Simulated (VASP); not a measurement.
# InP (F-43m) in VASP: further runs

Runs on InP. Level: LDA. Tasks: relaxation of cell and atoms, single point.

Program: VASP 6.6.1. These are calculated values, not measurements. Logs are shortened: lines on timing, memory, paths and dates and some standing lists are left out, and cuts for length are marked.

### Step 1. The cell of the first run

Symmetry: F-43m, No. 216, cubic system. The conventional cell has a = 5.827 Å, b = 5.827 Å, c = 5.827 Å, α = 90.00°, β = 90.00°, γ = 90.00°. Within 3.3 Å of In (site symmetry -43m) lie 4 P at 2.52 Å. Within 3.3 Å of P (site symmetry -43m) lie 4 In at 2.52 Å.

### Step 2. Relaxation of cell and atoms, LDA, target pressure 50 GPa, at which the enthalpy is minimised

INCAR

```
SYSTEM = InP
PREC = Accurate ; ENCUT = 600
EDIFF = 1E-6 ; ISMEAR = 0
SIGMA = 0.01 ; LREAL = .FALSE.
LASPH = .TRUE. ; NELM = 80
ALGO = Normal ; ISIF = 3
LWAVE = .FALSE. ; LCHARG = .FALSE.
GGA = CA ; IBRION = 2
NSW = 80 ; EDIFFG = -0.001
PSTRESS = 500.0
```

KPOINTS

```
regular mesh
0
G
  10 10 10
  0 0 0
```

POSCAR

```
InP
1.0
    0.0000000000      2.9135471693      2.9135471693
    2.9135471693      0.0000000000      2.9135471693
    2.9135471693      2.9135471693      0.0000000000
In P
1 1
Direct
    0.0000000000      0.0000000000      0.0000000000
    0.7500000000      0.7500000000      0.7500000000
```

Potentials or basis: VASP PAW LDA potentials, release 64 (In_d, P).

Command:

```sh
> cat potpaw_LDA.64/In_d/POTCAR potpaw_LDA.64/P/POTCAR > POTCAR
> mpirun -np 1 vasp_std > vasp.out
```

OUTCAR:

```text
SYSTEM = InP
   PREC = Accurate
   ENCUT = 600
   EDIFF = 1E-6
   ISMEAR = 0
   LREAL = .FALSE.
   LASPH = .TRUE.
   NELM = 80
   ISIF = 3
   GGA = CA
   IBRION = 2
   NSW = 80
   EDIFFG = -0.001
   PSTRESS = 500.0

 ion  position               nearest neighbor table
   1  0.000  0.000  0.000-   2 2.52   2 2.52   2 2.52   2 2.52
   2  0.750  0.750  0.750-   1 2.52   1 2.52   1 2.52   1 2.52

  LATTYP: Found a face centered cubic cell.
 ALAT       =     5.8270943386

  Lattice vectors:

 A1 = (   0.0000000000,   2.9135471693,   2.9135471693)
 A2 = (   2.9135471693,   0.0000000000,   2.9135471693)
 A3 = (   2.9135471693,   2.9135471693,   0.0000000000)

Analysis of symmetry for initial positions (statically):
=====================================================================
 Subroutine PRICEL returns:
 Original cell was already a primitive cell.

 Routine SETGRP: Setting up the symmetry group for a
 face centered cubic supercell.

 Subroutine GETGRP returns: Found 24 space group operations
 (whereof 24 operations were pure point group operations)
 out of a pool of 48 trial point group operations.

The static configuration has the point symmetry T_d .

Analysis of symmetry for dynamics (positions and initial velocities):
=====================================================================
 Subroutine PRICEL returns:
 Original cell was already a primitive cell.

 Routine SETGRP: Setting up the symmetry group for a
 face centered cubic supercell.

 Subroutine GETGRP returns: Found 24 space group operations
 (whereof 24 operations were pure point group operations)
 out of a pool of 48 trial point group operations.

The dynamic configuration has the point symmetry T_d .

 Subroutine INISYM returns: Found 24 space group operations
 (whereof 24 operations are pure point group operations),
 and found     1 'primitive' translations

----------------------------------------------------------------------------------------

                                     Primitive cell

  volume of cell :      49.4648

  direct lattice vectors                    reciprocal lattice vectors
     0.000000000  2.913547169  2.913547169    -0.171612118  0.171612118  0.171612118
     2.913547169  0.000000000  2.913547169     0.171612118 -0.171612118  0.171612118
     2.913547169  2.913547169  0.000000000     0.171612118  0.171612118 -0.171612118

  length of vectors
     4.120377921  4.120377921  4.120377921     0.297240907  0.297240907  0.297240907

  position of ions in fractional coordinates (direct lattice)
     0.000000000  0.000000000  0.000000000
     0.750000000  0.750000000  0.750000000

  ion indices of the primitive-cell ions
   primitive index   ion index
                 1           1
                 2           2

----------------------------------------------------------------------------------------

 KPOINTS: regular mesh

Automatic generation of k-mesh.
 Grid dimensions read from file:
 generate k-points for:   10   10   10

 Generating k-lattice:

  Cartesian coordinates                     Fractional coordinates (reciprocal lattice)
    -0.017161212  0.017161212  0.017161212     0.100000000  0.000000000  0.000000000
     0.017161212 -0.017161212  0.017161212     0.000000000  0.100000000  0.000000000
     0.017161212  0.017161212 -0.017161212     0.000000000  0.000000000  0.100000000

  Length of vectors
     0.029724091  0.029724091  0.029724091

  Shift w.r.t. Gamma in fractional coordinates (k-lattice)
     0.000000000  0.000000000  0.000000000

 Subroutine IBZKPT returns following result:
 ===========================================

 Found     47 irreducible k-points:

 Following reciprocal coordinates:
            Coordinates               Weight
  0.000000  0.000000  0.000000      1.000000
  0.100000  0.000000  0.000000      8.000000
  0.200000  0.000000  0.000000      8.000000
  0.300000  0.000000  0.000000      8.000000
  0.400000  0.000000  0.000000      8.000000
  0.500000  0.000000  0.000000      4.000000
[... 16 lines left out ...]
  0.300000  0.300000  0.000000      6.000000
  0.400000  0.300000  0.000000     24.000000
 [... further k-points ...]
   k-points           NKPTS =     47   k-points in BZ     NKDIM =     47   number of bands    NBANDS=     13
   number of dos      NEDOS =    301   number of ions     NIONS =      2
   total plane-waves  NPLWV =  46656
   dimension x,y,z NGX =    36 NGY =   36 NGZ =   36
   dimension x,y,z NGXF=    72 NGYF=   72 NGZF=   72
   ions per type =               1   1
   NGX,Y,Z   is equivalent  to a cutoff of  14.53, 14.53, 14.53 a.u.
   NGXF,Y,Z  is equivalent  to a cutoff of  29.05, 29.05, 29.05 a.u.
 SYSTEM =  InP
   PREC   = accura    normal or accurate (medium, high low for compatibility)
   ISTART =      0    job   : 0-new  1-cont  2-samecut
   ICHARG =      2    charge: 1-file 2-atom 10-const
   ISPIN  =      1    spin polarized calculation?
   LNONCOLLINEAR =      F non collinear calculations
   LSORBIT =      F    spin-orbit coupling
   LASPH  =      T    aspherical Exc in radial PAW
   ENCUT  =  600.0 eV  44.10 Ry    6.64 a.u.   8.23  8.23  8.23*2*pi/ulx,y,z
   NELM   =     80;   NELMIN=  2; NELMDL= -5     # of ELM steps
   EDIFF  = 0.1E-05   stopping-criterion for ELM
   LREAL  =      F    real-space projection
   EDIFFG = -.1E-02   stopping-criterion for IOM
   NSW    =     80    number of steps for IOM
   IBRION =      2    ionic relax: 0-MD 1-quasi-New 2-CG
   NFREE  =      1    steps in history (QN), initial steepest desc. (CG)
   ISIF   =      3    stress and relaxation
   ISYM   =      2    0-nonsym 1-usesym 2-fastsym
   POTIM  = 0.5000    time-step for ionic-motion
   TEBEG  =    0.0;   TEEND  =   0.0 temperature during run
   PSTRESS=  500.0 pullay stress
   NELECT =      18.0000    total number of electrons
   NUPDOWN=      -1.0000    fix difference up-down
   EMIN   =  10.00;   EMAX   =-10.00  energy-range for DOS
   EFERMI =   0.00;   METHOD = LEGACY
   ISMEAR =     0;   SIGMA  =   0.01  broadening in eV -4-tet -1-fermi 0-gaus
   EFERMI_NEDOS =   21; number of points for ismear=-14 and -15
   IALGO  =     38    algorithm
   IMIX   =      4    mixing-type and parameters
     AMIX     =   0.40;   BMIX     =  1.00
     AMIX_MAG =   1.60;   BMIX_MAG =  1.00
  volume/ion in A,a.u.               =      24.73       166.90
  Fermi-wavevector in a.u.,A,eV,Ry     =   1.168782  2.208678 18.586266  1.366052
  Thomas-Fermi vector in A             =   2.305264
   LORBIT       =      0    0 simple, 1 ext, 2 COOP (PROOUT), +10 PAW based schemes
   GGA     = CA    functional components
   LHFCALC =     F    Hartree Fock is set to
   AEXX    =    0.0000 exact exchange contribution
   IVDW    =     0    specifies the selected vdW correction
   LEPSILON=     F    determine dielectric tensor
   LRPA    =     F    only Hartree local field effects (RPA)
 conjugate gradient relaxation of ions
 non-spin polarized calculation
 Gauss-broadening in eV      SIGMA  =   0.01
  energy-cutoff  :      600.00
  volume of cell :       49.46
 maximum number of plane-waves:      1676
 NGX is ok and might be reduce to    36
   NGX = 17   NGY = 17   NGZ = 17

--------------------------------------- Ionic step        1  -------------------------------------------

 number of electron      18.0000001 magnetization

 Free energy of the ion-electron system (eV)
  ---------------------------------------------------
  ext. energy  EPLUGINS =         0.00000000
  ---------------------------------------------------
  free energy    TOTEN  =        -9.67431749 eV

  energy without entropy =       -9.67431749  energy(sigma->0) =       -9.67431749

 E-fermi :   5.3200     XC(G=0):  -9.6861

 val. band max:        5.2019437304   @ k =   0.0000   0.0000   0.0000
 cond. band min:       5.8072855980   @ k =   0.0000   0.0000   0.0000
 fundamental gap:      0.6053418676
 Fermi energy:         5.3200040711

 k-point     1 :       0.0000    0.0000    0.0000
  band No.  band energies     occupation
      1      -9.0214      2.00000
      2      -9.0214      2.00000
      3      -9.0214      2.00000
      4      -8.8575      2.00000
      5      -8.8575      2.00000
      6      -6.4644      2.00000
      7       5.2019      2.00000
      8       5.2019      2.00000
      9       5.2019      2.00000
     10       5.8073      0.00000
     11       9.1652      0.00000
     12       9.1652      0.00000
[... 867 lines left out ...]
  FREE ENERGIE OF THE ION-ELECTRON SYSTEM (eV)
  ---------------------------------------------------
  free  energy   TOTEN  =        -9.1385302551 eV

  energy  without entropy=       -9.1385302551  energy(sigma->0) =       -9.13853026

  enthalpy is  TOTEN    =         3.4799563522 eV   P V=       12.6184866072

[... ionic steps 4 to 24 ...]

--------------------------------------- Ionic step       25  -------------------------------------------

 number of electron      17.9999998 magnetization

------------------------ aborting loop because EDIFF is reached ----------------------------------------

  FORCE on cell =-STRESS in cart. coord.  units (eV):
  Direction    XX          YY          ZZ          XY          YZ          ZX
  --------------------------------------------------------------------------------------
  -------------------------------------------------------------------------------------
  Total       11.0612350     11.0612350     11.0612350     -0.0000000     -0.0000000      0.0000000
  in kB      499.7847209    499.7847209    499.7847209     -0.0000000     -0.0000000      0.0000000
  external PRESSURE =      -0.2152791 kB  Pullay stress =     500.0000000 kB
[... 61 lines left out ...]
  enthalpy is  TOTEN    =         3.0153277769 eV   P V=       11.0653852129

--------------------------------------- Ionic step       27  -------------------------------------------

 number of electron      17.9999998 magnetization

 Free energy of the ion-electron system (eV)
  ---------------------------------------------------
  ext. energy  EPLUGINS =         0.00000000
  ---------------------------------------------------
  free energy    TOTEN  =        -8.05004981 eV

  energy without entropy =       -8.05004981  energy(sigma->0) =       -8.05004981

 E-fermi :   9.9315     XC(G=0): -11.2145

 val. band max:        9.8182860857   @ k =   0.0000   0.0000   0.0000
 cond. band min:      10.6450666563   @ k =   0.5000   0.5000   0.0000
 fundamental gap:      0.8267805705
 Fermi energy:         9.9315243095

 k-point     1 :       0.0000    0.0000    0.0000
  band No.  band energies     occupation
      1      -5.7952      2.00000
      2      -5.7952      2.00000
      3      -5.7952      2.00000
      4      -5.3668      2.00000
      5      -5.3668      2.00000
      6      -4.8208      2.00000
      7       9.8183      2.00000
      8       9.8183      2.00000
      9       9.8183      2.00000
     10      12.0161      0.00000
     11      13.4588      0.00000
     12      13.4588      0.00000
[... 398 lines left out ...]
  FREE ENERGIE OF THE ION-ELECTRON SYSTEM (eV)
  ---------------------------------------------------
  free  energy   TOTEN  =        -8.0500498108 eV

  energy  without entropy=       -8.0500498108  energy(sigma->0) =       -8.05004981

  enthalpy is  TOTEN    =         3.0153278353 eV   P V=       11.0653776461

 reached required accuracy - stopping structural energy minimisation
```

It took 4.6 min on 1 thread of Intel Xeon 6975P-C (Granite Rapids), shared host; peak memory 0.22 GiB.

What came out:

```
Free energy                                            : -8.0500 eV
Relaxed volume                                         : 17.73 Å³/atom
Relaxed cell                                           : a = 3.688 Å, b = 3.688 Å, c = 3.688 Å, α = 60.00°, β = 60.00°, γ = 60.00°
Space group after relaxing (to 0.05 Å)                 : F-43m (No. 216)
Energy change on relaxing (the enthalpy is what falls) : +812.1 meV/atom
Ionic steps                                            : 27
Pressure after relaxing                                : 50.0 GPa
Band gap on the k mesh                                 : 0.83 eV, indirect (least direct gap 2.20 eV)
```

The path:
| step | energy change (eV) | largest force (eV/Å) | pressure (GPa) | volume (Å³) |
| --- | --- | --- | --- | --- |
| 1 | 0.0000 | 0.0000 | 0.04 | 49.46 |
| 2 | 65.1561 | 0.0000 | 1847.83 | 12.25 |
| 3 | 0.5358 | 0.0000 | 22.78 | 40.43 |
| 4 | 0.8481 | 0.0000 | 31.17 | 38.57 |
| 5 | 1.6997 | 0.0000 | 51.77 | 35.22 |
| 6 | 1.6181 | 0.0000 | 49.91 | 35.48 |
| 7 | 1.6181 | 0.0000 | 49.87 | 35.48 |
| 8 | 1.6182 | 0.0000 | 49.86 | 35.48 |
| 9 | 1.6182 | 0.0000 | 49.86 | 35.48 |
| 10 | 1.6182 | 0.0000 | 49.86 | 35.48 |
| 11 | 1.6182 | 0.0000 | 49.86 | 35.48 |
| 12 | 1.6182 | 0.0000 | 49.86 | 35.48 |
| 13 | 1.6182 | 0.0000 | 49.86 | 35.48 |
| 14 | 1.6182 | 0.0000 | 49.86 | 35.48 |
| 15 | 1.6182 | 0.0000 | 49.86 | 35.48 |
| 16 | 1.6182 | 0.0000 | 49.87 | 35.48 |
| 17 | 1.6182 | 0.0000 | 49.87 | 35.48 |
| 18 | 1.6183 | 0.0000 | 49.87 | 35.48 |
| 19 | 1.6184 | 0.0000 | 49.87 | 35.48 |
| 20 | 1.6186 | 0.0000 | 49.87 | 35.48 |
| 21 | 1.6191 | 0.0000 | 49.87 | 35.47 |
| 22 | 1.6199 | 0.0000 | 49.88 | 35.47 |
| 23 | 1.6217 | 0.0000 | 49.96 | 35.47 |
| 24 | 1.6252 | 0.0000 | 50.03 | 35.45 |
| 25 | 1.6236 | 0.0000 | 49.98 | 35.46 |
| 26 | 1.6243 | 0.0000 | 49.99 | 35.46 |
| 27 | 1.6243 | 0.0000 | 50.00 | 35.46 |

Final structure:
```
CELL_PARAMETERS angstrom
0.00000 2.60751 2.60751
2.60751 0.00000 2.60751
2.60751 2.60751 0.00000
ATOMIC_POSITIONS crystal
In 0.00000 0.00000 0.00000
P 0.75000 0.75000 0.75000
```

Levels at points of the mesh, in eV from the valence-band top:
```csv
k point,band 6,band 7,band 8,band 9,band 10,band 11,band 12,band 13
"(0.00, 0.00, 0.00)",-14.64,0.00,0.00,0.00,2.20,3.64,3.64,3.64
"(0.50, 0.00, 0.00)",-11.37,-8.29,-1.68,-1.68,2.03,4.46,4.46,7.11
"(0.50, 0.50, 0.00)",-10.32,-7.79,-3.90,-3.90,0.83,1.68,10.59,11.47
```

Caveat: the cell is relaxed towards a set pressure, so the enthalpy falls and the energy may rise; the volume moved by over 15 % at a fixed basis, so the end points are rough; spin-orbit coupling is left out, which moves the levels of the heavy elements.

### Step 3. Single point, LDA

This run uses another cell than the first one, of 23.52 Å³/atom, 0.951 times its volume.

INCAR

```
  PREC = Accurate
  ENCUT = 520
  EDIFF = 1E-7
  ISMEAR = 0
  SIGMA = 0.01
  LREAL = F
  LASPH = T
  NELM = 80
  ALGO = Normal
  ISIF = 2
  LWAVE = F
  LCHARG = T
  LELF = T
  LVHAR = T
  NBANDS = 16
```

KPOINTS

```
regular mesh
0
Gamma
  10 10 10
```

POSCAR

```
InP
1.0
    0.0000000000      2.8653211728      2.8653211728
    2.8653211728      0.0000000000      2.8653211728
    2.8653211728      2.8653211728      0.0000000000
In P
1 1
Direct
    0.0000000000      0.0000000000      0.0000000000
    0.7500000000      0.7500000000      0.7500000000
```

Potentials or basis: VASP PAW LDA potentials, release 64 (In_d, P).

Command:

```sh
> cat potpaw_LDA.64/In_d/POTCAR potpaw_LDA.64/P/POTCAR > POTCAR
> mpirun -np 1 vasp_std > vasp.out
```

Wall time 19 s (1 thread of Intel Xeon 6975P-C, shared host); peak memory 0.17 GiB.

Results (log left out):

* Free energy: -9.6442 eV
* Pressure: 4.0 GPa
* Band gap on the k mesh: 0.87 eV, direct

Levels at points of the mesh, in eV from the valence-band top:
| k point | band 6 | band 7 | band 8 | band 9 | band 10 | band 11 | band 12 | band 13 |
| --- | --- | --- | --- | --- | --- | --- | --- | --- |
| (0.00, 0.00, 0.00) | -12.03 | 0.00 | 0.00 | 0.00 | 0.87 | 3.95 | 3.95 | 3.95 |
| (0.50, 0.00, 0.00) | -10.04 | -6.21 | -1.10 | -1.10 | 1.49 | 4.70 | 4.70 | 7.01 |
| (0.50, 0.50, 0.00) | -9.29 | -6.17 | -2.60 | -2.60 | 1.48 | 2.11 | 9.43 | 9.88 |

Caveat: spin-orbit coupling is left out, which moves the levels of the heavy elements. As with any semilocal functional, this LDA gap is likely too small.
